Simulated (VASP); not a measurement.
Bi, 1 atom in the cell. It takes space group Im-3m (No. 229, cubic). Conventional cell: a = 4.066 Å, b = 4.066 Å, c = 4.066 Å, α = 90.00°, β = 90.00°, γ = 90.00°. Bi (site symmetry m-3m) has 14 Bi at 3.52 to 4.07 Å within 4.6 Å.  This cell differs from its parent crystal: volume scaled by 1.04.

| Quantity | Value |
| --- | --- |
| Program | VASP 6.6.1 |
| Task | single point |
| Functional | revPBE |
| Potentials or basis | VASP PAW PBE potentials, release 64 (Bi_d) |
| Cutoff | 520 eV |
| k mesh | 12 × 12 × 12 |
| Occupations | fermi-dirac, width 0.1 eV |
| Spin | no spin polarisation |
| Dipole correction | no |
| Further INCAR settings | ALGO = Normal; EDIFF = 1e-07; NBANDS = 14 |

Potentials or basis: VASP PAW PBE potentials, release 64 (Bi_d).

Command:

```sh
$ cat potpaw_PBE.64/Bi_d/POTCAR > POTCAR
$ mpirun -np 1 vasp_std > vasp.out
```

Hardware: 1 thread of AMD EPYC 7R13 Processor (Zen 3) (shared host).

How long does it take, and how much memory?

It took 36 s on 1 thread of AMD EPYC 7R13 Processor (Zen 3), with other jobs on the host, peak memory 0.14 GiB. Counts: scf iterations 12, k points 72.
